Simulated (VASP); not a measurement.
Al:

```xyz
2
Lattice="2.8125 0.0000 0.0000 -1.4062 2.4357 0.0000 0.0000 0.0000 4.8669" Properties=species:S:1:pos:R:3 pbc="T T T"
Al    0.0000    1.6238    1.2167
Al    1.4062    0.8119    3.6501
```

This isn't the form of Al at room conditions, which is fcc.

| Quantity | Value |
| --- | --- |
| Program | VASP 6.6.1 |
| Task | relaxation of cell and atoms |
| Functional | PBEsol-based global hybrid with 25 % exact exchange |
| Potentials or basis | VASP PAW PBE potentials, release 64 (Al) |
| Cutoff | 600 eV |
| k mesh | 6 × 6 × 3 |
| Occupations | fermi-dirac, width 0.05 eV |
| Spin | no spin polarisation |

At the start: pressure 0.1 GPa; volume 16.67 Å³/atom.

Problem. How do energy, volume and symmetry change on relaxing?

Solution. Over 7 steps the energy falls by 18.7 meV/atom and the volume is 16.49 Å³/atom (-1.1 %); space group P6_3/mmc (No. 194, to 0.1 Å) before and after.

The path:
| step | energy change (eV) | largest force (eV/Å) | pressure (GPa) | volume (Å³) |
| --- | --- | --- | --- | --- |
| 1 | 0.0000 | 0.0000 | 0.06 | 33.34 |
| 2 | -0.0359 | 0.0000 | -0.76 | 33.34 |
| 3 | -0.0361 | 0.0000 | -0.91 | 33.34 |
| 4 | -0.0364 | 0.0000 | -0.84 | 33.34 |
| 5 | -0.0364 | 0.0000 | -0.82 | 33.34 |
| 6 | -0.0374 | 0.0000 | 0.14 | 32.92 |
| 7 | -0.0374 | 0.0000 | 0.02 | 32.98 |

Final structure:
```
CELL_PARAMETERS angstrom
2.85361 0.00000 0.00000
-1.42680 2.47130 0.00000
0.00000 0.00000 4.67620
ATOMIC_POSITIONS crystal
Al 0.33333 0.66667 0.25000
Al 0.66667 0.33333 0.75000
```

Caveat: the k points lie up to 0.45 Å⁻¹ apart in the final cell, too coarse for converged energies and pressures of a metal; the PAW data sets were made with another functional, which shifts forces and pressure a little.
